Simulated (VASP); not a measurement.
Input of a VASP 6.6.1 run:

INCAR

```
PREC     = Accurate       # precision mode
ENCUT    = 600            # plane-wave cutoff, eV
EDIFF    = 1E-6           # SCF threshold, eV
ISMEAR   = 1              # smearing method
SIGMA    = 0.1            # smearing width, eV
LREAL    = False          # projectors in reciprocal space
LASPH    = True           # aspherical terms in the spheres
NELM     = 120            # most SCF steps
ALGO     = Normal         # electronic algorithm
ISIF     = 2              # what is computed and relaxed
LWAVE    = False          # write WAVECAR
LCHARG   = False          # write CHGCAR
GGA      = CA             # functional
NBANDS   = 82             # bands
GGA_COMPAT= False
```

Contents of KPOINTS:

```
Automatic mesh
0
Gamma
  4 4 4
```

Contents of POSCAR:

```
TiN
1.0
    0.0000000000      4.2465873478      4.2465873478
    4.2465873478      0.0000000000      4.2465873478
    4.2465873478      4.2465873478      0.0000000000
Ti N
8 8
Direct
    0.0000000000      0.0000000000      0.0000000000
    0.0000000000      0.0000000000      0.5000000000
    0.0000000000      0.5000000000      0.0000000000
    0.0000000000      0.5000000000      0.5000000000
    0.5000000000      0.0000000000      0.0000000000
    0.5000000000      0.0000000000      0.5000000000
    0.5000000000      0.5000000000      0.0000000000
    0.5000000000      0.5000000000      0.5000000000
    0.2500000000      0.2500000000      0.2500000000
    0.2500000000      0.2500000000      0.7500000000
    0.2500000000      0.7500000000      0.2500000000
    0.2500000000      0.7500000000      0.7500000000
    0.7500000000      0.2500000000      0.2500000000
    0.7500000000      0.2500000000      0.7500000000
    0.7500000000      0.7500000000      0.2500000000
    0.7500000000      0.7500000000      0.7500000000
```

Potentials or basis: VASP PAW LDA potentials, release 64 (Ti_sv, N).

Run with:

```bash
$ cat potpaw_LDA.64/Ti_sv/POTCAR potpaw_LDA.64/N/POTCAR > POTCAR
$ mpirun -np 1 vasp_std > vasp.out
```

Problem. Predict the band gap on the k mesh.

Solution. Zero (band 68 reaches 12.04 eV, above the bottom of band 69 at 10.49 eV).

Problem. Predict the pressure.

Solution. -14.2 GPa.
